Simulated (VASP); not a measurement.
# Ca (Immm) in VASP: notebook

Ca is run at these levels: PBEsol; tasks: single point.

Everything below comes from runs of VASP 6.6.1. Logs are shortened: lines on timing, memory, paths and dates and some standing lists are left out, and cuts for length are marked.

### Step 1. The cell of the first run

It takes space group Immm (No. 71, orthorhombic). Conventional cell: a = 3.976 Å, b = 4.480 Å, c = 4.984 Å, α = 90.00°, β = 90.00°, γ = 90.00°. Within 5.1 Å of Ca (site symmetry mmm) lie 14 Ca at 3.90 to 4.98 Å.

### Step 2. Single point, PBEsol (strain +0.1125 x Voigt [1, -1, 0, 0, 0, 0])

File INCAR:

```
SYSTEM = Ca
  PREC = Accurate
  ENCUT = 520
  EDIFF = 1E-7
  ISMEAR = 0
  SIGMA = 0.15
  LREAL = .False.
  LASPH = .True.
  NELM = 80
  ALGO = Fast
  ISIF = 2
  LWAVE = .False.
  LCHARG = .False.
  GGA = PS
  NBANDS = 11
```

File KPOINTS:

```
regular mesh
0
Gamma
  16 16 16
  0 0 0
```

File POSCAR:

```
Ca
1.0
   -2.4920000000      1.9880000000      2.2400000000
    2.4920000000     -1.9880000000      2.2400000000
    2.4920000000      1.9880000000     -2.2400000000
Ca
1
Direct
    0.0000000000      0.0000000000      0.0000000000
```

Potentials or basis: VASP PAW PBE potentials, release 64 (Ca_sv).

Started as:

```console
$ cat potpaw_PBE.64/Ca_sv/POTCAR > POTCAR
$ mpirun -np 1 vasp_std > vasp.out
```

OUTCAR:

```text
SYSTEM = Ca
   PREC = Accurate
   ENCUT = 520
   EDIFF = 1E-7
   ISMEAR = 0
   LREAL = .False.
   LASPH = .True.
   NELM = 80
   ISIF = 2
   GGA = PS

 ion  position               nearest neighbor table
   1  0.000  0.000  0.000-

  LATTYP: Found a body centered orthorhombic cell.
 ALAT       =     3.9760000000
 B/A-ratio  =     1.1267605634
 C/A-ratio  =     1.2535211268

  Lattice vectors:

 A1 = (  -2.4920000000,  -1.9880000000,  -2.2400000000)
 A2 = (  -2.4920000000,   1.9880000000,   2.2400000000)
 A3 = (   2.4920000000,   1.9880000000,  -2.2400000000)

Analysis of symmetry for initial positions (statically):
=====================================================================
 Subroutine PRICEL returns:
 Original cell was already a primitive cell.

 Routine SETGRP: Setting up the symmetry group for a
 body centered orthorhombic supercell.

 Subroutine GETGRP returns: Found  8 space group operations
 (whereof  8 operations were pure point group operations)
 out of a pool of  8 trial point group operations.

The static configuration has the point symmetry D_2h.

Analysis of symmetry for dynamics (positions and initial velocities):
=====================================================================
 Subroutine PRICEL returns:
 Original cell was already a primitive cell.

 Routine SETGRP: Setting up the symmetry group for a
 body centered orthorhombic supercell.

 Subroutine GETGRP returns: Found  8 space group operations
 (whereof  8 operations were pure point group operations)
 out of a pool of  8 trial point group operations.

The dynamic configuration has the point symmetry D_2h.

 Subroutine INISYM returns: Found  8 space group operations
 (whereof  8 operations are pure point group operations),
 and found     1 'primitive' translations

----------------------------------------------------------------------------------------

                                     Primitive cell

  volume of cell :      44.3887

  direct lattice vectors                    reciprocal lattice vectors
    -2.492000000  1.988000000  2.240000000     0.000000000  0.251509054  0.223214286
     2.492000000 -1.988000000  2.240000000     0.200642055  0.000000000  0.223214286
     2.492000000  1.988000000 -2.240000000     0.200642055  0.251509054  0.000000000

  length of vectors
     3.896127308  3.896127308  3.896127308     0.336275812  0.300136388  0.321735976

  position of ions in fractional coordinates (direct lattice)
     0.000000000  0.000000000  0.000000000

  ion indices of the primitive-cell ions
   primitive index   ion index
                 1           1

----------------------------------------------------------------------------------------

 KPOINTS: regular mesh

Automatic generation of k-mesh.
 Grid dimensions read from file:
 generate k-points for:   16   16   16

 Generating k-lattice:

  Cartesian coordinates                     Fractional coordinates (reciprocal lattice)
     0.000000000  0.015719316  0.013950893     0.062500000  0.000000000 -0.000000000
     0.012540128  0.000000000  0.013950893     0.000000000  0.062500000 -0.000000000
     0.012540128  0.015719316  0.000000000     0.000000000  0.000000000  0.062500000

  Length of vectors
     0.021017238  0.018758524  0.020108499

  Shift w.r.t. Gamma in fractional coordinates (k-lattice)
     0.000000000  0.000000000  0.000000000

 Subroutine IBZKPT returns following result:
 ===========================================

 Found    621 irreducible k-points:

 Following reciprocal coordinates:
            Coordinates               Weight
  0.000000  0.000000  0.000000      1.000000
  0.062500 -0.000000  0.000000      4.000000
  0.125000 -0.000000  0.000000      4.000000
  0.187500 -0.000000  0.000000      4.000000
  0.250000 -0.000000  0.000000      4.000000
  0.312500 -0.000000  0.000000      4.000000
[... 16 lines left out ...]
 -0.187500  0.062500 -0.000000      8.000000
 -0.125000  0.062500 -0.000000      8.000000
 [... further k-points ...]
   k-points           NKPTS =    621   k-points in BZ     NKDIM =    621   number of bands    NBANDS=     11
   number of dos      NEDOS =    301   number of ions     NIONS =      1
   total plane-waves  NPLWV =  27000
   dimension x,y,z NGX =    30 NGY =   30 NGZ =   30
   dimension x,y,z NGXF=    60 NGYF=   60 NGZF=   60
   ions per type =               1
   NGX,Y,Z   is equivalent  to a cutoff of  12.80, 12.80, 12.80 a.u.
   NGXF,Y,Z  is equivalent  to a cutoff of  25.60, 25.60, 25.60 a.u.
 SYSTEM =  Ca
   PREC   = accura    normal or accurate (medium, high low for compatibility)
   ISTART =      0    job   : 0-new  1-cont  2-samecut
   ICHARG =      2    charge: 1-file 2-atom 10-const
   ISPIN  =      1    spin polarized calculation?
   LNONCOLLINEAR =      F non collinear calculations
   LSORBIT =      F    spin-orbit coupling
   LASPH  =      T    aspherical Exc in radial PAW
   ENCUT  =  520.0 eV  38.22 Ry    6.18 a.u.   7.24  7.24  7.24*2*pi/ulx,y,z
   NELM   =     80;   NELMIN=  2; NELMDL= -5     # of ELM steps
   EDIFF  = 0.1E-06   stopping-criterion for ELM
   LREAL  =      F    real-space projection
   EDIFFG = 0.1E-05   stopping-criterion for IOM
   NSW    =      0    number of steps for IOM
   IBRION =     -1    ionic relax: 0-MD 1-quasi-New 2-CG
   NFREE  =      0    steps in history (QN), initial steepest desc. (CG)
   ISIF   =      2    stress and relaxation
   ISYM   =      2    0-nonsym 1-usesym 2-fastsym
   POTIM  = 0.5000    time-step for ionic-motion
   TEBEG  =    0.0;   TEEND  =   0.0 temperature during run
   PSTRESS=    0.0 pullay stress
   NELECT =      10.0000    total number of electrons
   NUPDOWN=      -1.0000    fix difference up-down
   EMIN   =  10.00;   EMAX   =-10.00  energy-range for DOS
   EFERMI =   0.00;   METHOD = LEGACY
   ISMEAR =     0;   SIGMA  =   0.15  broadening in eV -4-tet -1-fermi 0-gaus
   EFERMI_NEDOS =   21; number of points for ismear=-14 and -15
   IALGO  =     68    algorithm
   IMIX   =      4    mixing-type and parameters
     AMIX     =   0.40;   BMIX     =  1.00
     AMIX_MAG =   1.60;   BMIX_MAG =  1.00
  volume/ion in A,a.u.               =      44.39       299.55
  Fermi-wavevector in a.u.,A,eV,Ry     =   0.996133  1.882419 13.500804  0.992281
  Thomas-Fermi vector in A             =   2.128201
   LORBIT       =      0    0 simple, 1 ext, 2 COOP (PROOUT), +10 PAW based schemes
   GGA     = PS    functional components
   LHFCALC =     F    Hartree Fock is set to
   AEXX    =    0.0000 exact exchange contribution
   IVDW    =     0    specifies the selected vdW correction
   LEPSILON=     F    determine dielectric tensor
   LRPA    =     F    only Hartree local field effects (RPA)
 non-spin polarized calculation
 RMM-DIIS sequential band-by-band and
 Gauss-broadening in eV      SIGMA  =   0.15
  energy-cutoff  :      520.00
  volume of cell :       44.39
 maximum number of plane-waves:      1209
 NGX is ok and might be reduce to    30
   NGX = 15   NGY = 15   NGZ = 15

 number of electron      10.0000000 magnetization

 Free energy of the ion-electron system (eV)
  ---------------------------------------------------
  ext. energy  EPLUGINS =         0.00000000
  ---------------------------------------------------
  free energy    TOTEN  =        -2.10303572 eV

  energy without entropy =       -2.08981791  energy(sigma->0) =       -2.09642681

 E-fermi :   1.7179     XC(G=0):  -7.6500

 val. band max:        1.7163132700   @ k =   0.2500   0.3125   0.1250
 cond. band min:       1.7206009588   @ k =   0.3750   0.3125   0.0625
 fundamental gap:      0.0042876888
 Fermi energy:         1.7179031219

 k-point     1 :       0.0000    0.0000    0.0000
  band No.  band energies     occupation
      1     -40.2695      2.00000
      2     -21.2716      2.00000
      3     -21.2636      2.00000
      4     -21.2608      2.00000
      5      -2.2430      2.00000
      6       3.5228      0.00000
      7       4.1566      0.00000
      8       4.3176      0.00000
      9       4.4903      0.00000
     10       5.3023      0.00000
     11      10.7026      0.00000

 k-point     2 :       0.0625   -0.0000    0.0000
  band No.  band energies     occupation
      1     -40.2689      2.00000
      2     -21.2754      2.00000
      3     -21.2651      2.00000
      4     -21.2625      2.00000
      5      -2.1663      2.00000
      6       3.5243      0.00000
      7       4.1370      0.00000
      8       4.3294      0.00000
      9       4.4539      0.00000
     10       5.2654      0.00000
     11      10.7914      0.00000

 k-point     3 :       0.1250   -0.0000    0.0000
  band No.  band energies     occupation
      1     -40.2675      2.00000
      2     -21.2878      2.00000
      3     -21.2679      2.00000
      4     -21.2674      2.00000
      5      -1.9391      2.00000
      6       3.4792      0.00000
      7       4.1468      0.00000
      8       4.2154      0.00000
      9       4.4774      0.00000
     10       5.1964      0.00000
     11      11.0152      0.00000

 k-point     4 :       0.1875   -0.0000    0.0000
  band No.  band energies     occupation
      1     -40.2652      2.00000
      2     -21.3073      2.00000
      3     -21.2747      2.00000
      4     -21.2710      2.00000
      5      -1.5705      2.00000
      6       3.3232      0.00000
      7       3.9152      0.00000
      8       4.2941      0.00000
      9       4.6139      0.00000
     10       5.1601      0.00000
     11      10.6373      0.00000

 k-point     5 :       0.2500   -0.0000    0.0000
  band No.  band energies     occupation
      1     -40.2626      2.00000
      2     -21.3303      2.00000
      3     -21.2833      2.00000
      4     -21.2744      2.00000
      5      -1.0771      2.00000
      6       3.1029      0.00000
      7       3.5299      0.00000
      8       4.5746      0.00000
      9       4.7987      0.00000
     10       5.1756      0.00000
     11       9.8182      0.00000
[... 211 lines left out ...]
 k-point    21 :      -0.3125    0.0625   -0.0000
  band No.  band energies     occupation
      1     -40.2608      2.00000
      2     -21.3466      2.00000
      3     -21.2875      2.00000
      4     -21.2772      2.00000
      5      -0.7144      2.00000
      6       2.9829      0.00000
      7       3.2993      0.00000
      8       4.7312      0.00000
      9       4.8881      0.00000
     10       5.2444      0.00000
     11       9.3766      0.00000

 k-point    22 :      -0.2500    0.0625   -0.0000
  band No.  band energies     occupation
      1     -40.2634      2.00000
      2     -21.3242      2.00000
      3     -21.2789      2.00000
      4     -21.2732      2.00000
      5      -1.2648      2.00000
      6       3.2177      0.00000
      7       3.6928      0.00000
      8       4.3985      0.00000
      9       4.7608      0.00000
     10       5.1183      0.00000
     11      10.3941      0.00000

 k-point    23 :      -0.1875    0.0625   -0.0000
  band No.  band energies     occupation
      1     -40.2659      2.00000
      2     -21.3028      2.00000
      3     -21.2719      2.00000
      4     -21.2687      2.00000
      5      -1.7042      2.00000
      6       3.4393      0.00000
      7       3.9853      0.00000
      8       4.2158      0.00000
      9       4.6049      0.00000
     10       5.1042      0.00000
     11      10.9071      0.00000

 k-point    24 :      -0.1250    0.0625   -0.0000
  band No.  band energies     occupation
      1     -40.2678      2.00000
      2     -21.2856      2.00000
      3     -21.2675      2.00000
      4     -21.2644      2.00000
      5      -2.0112      2.00000
      6       3.5553      0.00000
      7       4.0277      0.00000
      8       4.3362      0.00000
      9       4.4634      0.00000
     10       5.1756      0.00000
     11      10.9402      0.00000

 [... further k-points ...]

------------------------ aborting loop because EDIFF is reached ----------------------------------------

  FORCE on cell =-STRESS in cart. coord.  units (eV):
  Direction    XX          YY          ZZ          XY          YZ          ZX
  --------------------------------------------------------------------------------------
  -------------------------------------------------------------------------------------
  Total       -0.3998722     -0.1589579     -0.5752078      0.0000000      0.0000000      0.0000000
  in kB      -14.4330907     -5.7374689    -20.7617015      0.0000000      0.0000000      0.0000000
  external PRESSURE =     -13.6440870 kB  Pullay stress =       0.0000000 kB

 VOLUME and BASIS-vectors are now :
 -----------------------------------------------------------------------------
  energy-cutoff  :      520.00
  volume of cell :       44.39
      direct lattice vectors                 reciprocal lattice vectors
    -2.492000000  1.988000000  2.240000000     0.000000000  0.251509054  0.223214286
     2.492000000 -1.988000000  2.240000000     0.200642055  0.000000000  0.223214286
     2.492000000  1.988000000 -2.240000000     0.200642055  0.251509054  0.000000000

 POSITION                                       TOTAL-FORCE (eV/Angst)
 -----------------------------------------------------------------------------------
      0.00000      0.00000      0.00000        -0.000000      0.000000      0.000000
 -----------------------------------------------------------------------------------
    total drift:                               -0.000000     -0.000000      0.000000

  FREE ENERGIE OF THE ION-ELECTRON SYSTEM (eV)
  ---------------------------------------------------
  free  energy   TOTEN  =        -2.1030357159 eV

  energy  without entropy=       -2.0898179100  energy(sigma->0) =       -2.09642681
```

Wall time 12 min (1 thread of Intel Xeon 8259CL, shared host); peak memory 0.41 GiB.

What came out:

| Quantity | Value |
| --- | --- |
| Free energy | -2.1030 eV |
| Pressure | -1.4 GPa |
| Band gap on the k mesh | zero (band 5 reaches 2.00 eV, above the bottom of band 6 at 1.37 eV) |

Levels at points of the mesh, in eV from the Fermi level:
| k point | band 2 | band 3 | band 4 | band 5 | band 6 | band 7 | band 8 | band 9 |
| --- | --- | --- | --- | --- | --- | --- | --- | --- |
| (0.00, 0.00, 0.00) | -22.99 | -22.98 | -22.98 | -3.96 | 1.80 | 2.44 | 2.60 | 2.77 |
| (0.50, 0.00, 0.00) | -23.11 | -23.02 | -23.00 | -0.62 | 0.37 | 0.84 | 3.42 | 3.96 |
| (0.00, 0.50, 0.00) | -23.10 | -23.02 | -22.98 | -1.14 | -0.35 | 2.04 | 2.46 | 3.36 |
| (0.50, 0.50, 0.00) | -23.11 | -23.01 | -23.00 | -0.80 | 0.06 | 1.34 | 2.82 | 3.91 |
| (0.50, 0.50, 0.50) | -23.08 | -23.06 | -23.05 | -0.10 | 0.28 | 2.17 | 3.66 | 3.92 |

Caveat: the cell differs from its parent crystal (strain +0.1125 x Voigt [1, -1, 0, 0, 0, 0]); the PAW data sets were made with another functional, which shifts forces and pressure a little.

### Step 3. Single point, PBEsol (strain +0.0937 x Voigt [1, -1, 0, 0, 0, 0])

File INCAR:

```
SYSTEM = Ca
  ALGO = Fast
  EDIFF = 1E-6
  ENCUT = 520
  GGA = PS
  ISIF = 2
  ISMEAR = 0
  LASPH = .TRUE.
  LCHARG = .TRUE.
  LELF = .TRUE.
  LREAL = .FALSE.
  LVHAR = .TRUE.
  LWAVE = .FALSE.
  NBANDS = 11
  NELM = 60
  PREC = Accurate
  SIGMA = 0.15
```

File KPOINTS:

```
k-points
0
G
  16 16 16
  0 0 0
```

File POSCAR:

```
Ca
1.0
   -2.4498880000      2.0301120000      2.2400000000
    2.4498880000     -2.0301120000      2.2400000000
    2.4498880000      2.0301120000     -2.2400000000
Ca
1
Direct
    0.0000000000      0.0000000000      0.0000000000
```

Potentials or basis: VASP PAW PBE potentials, release 64 (Ca_sv).

Started as:

```console
$ cat potpaw_PBE.64/Ca_sv/POTCAR > POTCAR
$ mpirun -np 1 vasp_std > vasp.out
```

OUTCAR:

```text
SYSTEM = Ca
   EDIFF = 1E-6
   ENCUT = 520
   GGA = PS
   ISIF = 2
   ISMEAR = 0
   LASPH = .TRUE.
   LREAL = .FALSE.
   NELM = 60
   PREC = Accurate

 ion  position               nearest neighbor table
   1  0.000  0.000  0.000-

  LATTYP: Found a body centered orthorhombic cell.
 ALAT       =     4.0602240000
 B/A-ratio  =     1.1033873993
 C/A-ratio  =     1.2067747986

  Lattice vectors:

 A1 = (  -2.4498880000,  -2.0301120000,  -2.2400000000)
 A2 = (  -2.4498880000,   2.0301120000,   2.2400000000)
 A3 = (   2.4498880000,   2.0301120000,  -2.2400000000)

Analysis of symmetry for initial positions (statically):
=====================================================================
 Subroutine PRICEL returns:
 Original cell was already a primitive cell.

 Routine SETGRP: Setting up the symmetry group for a
 body centered orthorhombic supercell.

 Subroutine GETGRP returns: Found  8 space group operations
 (whereof  8 operations were pure point group operations)
[... 168 lines left out ...]
 fundamental gap:      0.0041348002
 Fermi energy:         1.7110601839

 k-point     1 :       0.0000    0.0000    0.0000
  band No.  band energies     occupation
      1     -40.2927      2.00000
      2     -21.2955      2.00000
      3     -21.2874      2.00000
      4     -21.2837      2.00000
      5      -2.2499      2.00000
      6       3.5682      0.00000
      7       4.0737      0.00000
      8       4.3712      0.00000
      9       4.4187      0.00000
     10       5.2483      0.00000
     11      10.8372      0.00000
[... 309 lines left out ...]
 k-point    24 :      -0.1250    0.0625    0.0000
  band No.  band energies     occupation
      1     -40.2912      2.00000
      2     -21.3081      2.00000
      3     -21.2912      2.00000
      4     -21.2875      2.00000
      5      -2.0245      2.00000
      6       3.5892      0.00000
      7       3.9726      0.00000
      8       4.2655      0.00000
      9       4.5178      0.00000
     10       5.1176      0.00000
     11      11.0517      0.00000

 [... further k-points ...]

------------------------ aborting loop because EDIFF is reached ----------------------------------------

  FORCE on cell =-STRESS in cart. coord.  units (eV):
  Direction    XX          YY          ZZ          XY          YZ          ZX
  --------------------------------------------------------------------------------------
  -------------------------------------------------------------------------------------
  Total       -0.3982251     -0.2588133     -0.5304921      0.0000000      0.0000000      0.0000000
  in kB      -14.3174257     -9.3051403    -19.0728373      0.0000000      0.0000000      0.0000000
  external PRESSURE =     -14.2318011 kB  Pullay stress =       0.0000000 kB

 VOLUME and BASIS-vectors are now :
 -----------------------------------------------------------------------------
  energy-cutoff  :      520.00
  volume of cell :       44.56
      direct lattice vectors                 reciprocal lattice vectors
    -2.449888000  2.030112000  2.240000000     0.000000000  0.246291830  0.223214286
     2.449888000 -2.030112000  2.240000000     0.204090963  0.000000000  0.223214286
     2.449888000  2.030112000 -2.240000000     0.204090963  0.246291830  0.000000000

 POSITION                                       TOTAL-FORCE (eV/Angst)
 -----------------------------------------------------------------------------------
      0.00000      0.00000      0.00000         0.000000      0.000000     -0.000000
 -----------------------------------------------------------------------------------
    total drift:                               -0.000000     -0.000000      0.000000

  FREE ENERGIE OF THE ION-ELECTRON SYSTEM (eV)
  ---------------------------------------------------
  free  energy   TOTEN  =        -2.1054345091 eV

  energy  without entropy=       -2.0915401876  energy(sigma->0) =       -2.09848735
```

Wall time 7.4 min (1 thread of Intel Xeon 8259CL, shared host); peak memory 0.41 GiB.

Results:

```
Free energy            : -2.1054 eV
Pressure               : -1.4 GPa
Band gap on the k mesh : zero (band 5 reaches 1.99 eV, above the bottom of band 6 at 1.40 eV)
```

Stress tensor (GPa, compression positive):
```
-1.43  0.00  0.00
 0.00 -0.93  0.00
 0.00  0.00 -1.91
```

Levels at points of the mesh, in eV from the Fermi level:
```
           k point  band 3  band 4  band 5  band 6  band 7  band 8
(0.00, 0.00, 0.00)  -23.00  -22.99   -3.96    1.86    2.36    2.66
(0.50, 0.00, 0.00)  -23.04  -23.01   -0.67    0.28    0.90    3.38
(0.00, 0.50, 0.00)  -23.04  -22.99   -1.10   -0.31    1.90    2.56
(0.50, 0.50, 0.00)  -23.03  -23.01   -0.82    0.02    1.33    2.86
(0.50, 0.50, 0.50)  -23.08  -23.07   -0.06    0.26    2.38    3.66
```

Caveat: the cell differs from its parent crystal (strain +0.0937 x Voigt [1, -1, 0, 0, 0, 0]); the PAW data sets were made with another functional, which shifts forces and pressure a little.

(Part 1 of 2 ends here.)
